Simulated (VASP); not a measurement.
**NbP: single point with PBE+D3(BJ)**

The system is NbP.

```
CELL_PARAMETERS angstrom
-1.67352 1.67352 5.71398
1.67352 -1.67352 5.71398
1.67352 1.67352 -5.71398
ATOMIC_POSITIONS crystal
Nb 0.75003 0.75003 0.00000
Nb 0.50003 0.00003 0.50000
P 0.33259 0.33259 0.00000
P 0.08259 0.58259 0.50000
```

```
Program                : VASP 6.6.1
Task                   : single point
Functional             : PBE
Dispersion             : D3(BJ)
Potentials or basis    : VASP PAW PBE potentials, release 64 (Nb_sv, P)
Cutoff                 : 520 eV
k mesh                 : 18 × 18 × 18
Occupations            : gaussian, width 0.1 eV
Spin                   : no spin polarisation
Dipole correction      : no
Further INCAR settings : ALGO = Normal; EDIFF = 1e-07; NBANDS = 26
```

* Pressure: -6.8 GPa
* Band gap on the k mesh: zero (bands 18 and 19 overlap by 0.14 eV)
* Dispersion energy per atom: -0.622 eV

Levels at points of the mesh, in eV from the Fermi level:
| k point | band 14 | band 15 | band 16 | band 17 | band 18 | band 19 | band 20 | band 21 | band 22 | band 23 |
| --- | --- | --- | --- | --- | --- | --- | --- | --- | --- | --- |
| (0.00, 0.00, 0.00) | -2.25 | -2.14 | -1.70 | -1.36 | -1.36 | 0.82 | 1.60 | 2.68 | 3.14 | 3.14 |
| (0.50, 0.00, 0.00) | -3.24 | -2.33 | -1.86 | -1.51 | -0.11 | 0.07 | 1.31 | 2.47 | 2.64 | 3.27 |
| (0.50, 0.50, 0.00) | -4.64 | -2.84 | -2.84 | -0.44 | -0.44 | 2.97 | 2.97 | 3.08 | 3.08 | 4.06 |
| (0.50, 0.50, 0.50) | -2.72 | -2.68 | -2.68 | -0.54 | -0.54 | 1.18 | 1.18 | 2.32 | 2.32 | 3.61 |

Run time: 34 min on 1 thread of Intel(R) Xeon(R) Platinum 8488C (Sapphire Rapids) (shared host), peak memory 0.82 GiB.

Caveat: the cell stands under tension.
